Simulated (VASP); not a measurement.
# TiCo: single point with PBE

TiCo:

```
Co Ti
1.0
     2.98611    0.00000    0.00000
     0.00000    2.98611    0.00000
     0.00000    0.00000    2.98611
Co Ti
1 1
Direct
  0.50000 0.50000 0.50000
  0.00000 0.00000 0.00000
```

```json
{
  "Program": "VASP 6.6.1",
  "Task": "single point",
  "Functional": "PBE",
  "Potentials or basis": "VASP PAW PBE potentials, release 64 (Co, Ti_sv)",
  "Cutoff": "520 eV",
  "k mesh": "8 × 8 × 8",
  "Occupations": "fermi-dirac, width 0.05 eV",
  "Spin": "collinear spin, zero start",
  "Starting moments": "[0.0, 0.0] μB",
  "Fixed moment": "0 μB"
}
```

The pressure is -2.9 GPa, the net moment is 0.00 μB per cell and the valence electrons inside the program's atomic spheres are Co 8.31; Ti 10.27.

It took 29 s on 1 thread of Intel(R) Xeon(R) Platinum 8488C (Sapphire Rapids), with other jobs on the host, peak memory 0.17 GiB.

Caveat: the total moment is fixed, so each spin has its own Fermi level.
